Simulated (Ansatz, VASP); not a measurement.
## Two plane-wave programs on Al

```xyz
2
Lattice="2.6901 0.0000 0.0000 -1.3451 2.3297 0.0000 0.0000 0.0000 4.4157" Properties=species:S:1:pos:R:3 pbc="T T T"
Al    1.3451    0.7766    3.3118
Al    0.0000    1.5531    1.1039
```

Alike in both runs: task single point; functional PBEsol; k mesh 18 × 18 × 10; occupations gaussian, width 0.15 eV; no spin polarisation.

|  | VASP | Ansatz |
| --- | --- | --- |
| version | VASP 6.6.1 | Ansatz 0.2.0 |
| potentials or method | VASP PAW PBE potentials, release 64 (Al), cutoff 520 eV | scalar-relativistic, plane waves, PAW |
| valence electrons in the cell | 6 | 6 |

Ansatz gave:

* gap on the k mesh at the Fermi level (eV): none
* pressure (GPa): 18.5
* traceless stress, the component that is largest in VASP (GPa): -0.28

Question: What did VASP give for the same quantities?

Answer: gap on the k mesh at the Fermi level (eV): none; pressure (GPa): 18.7; traceless stress, the component that is largest in VASP (GPa): -0.28.

VASP's potentials were made for PBE, not for PBEsol, and Ansatz warns of the same on its side. A gap of «none» marks a metal or a gap that the smearing closes. The functional is the same, so the differences come from potentials, cutoffs and numerics.
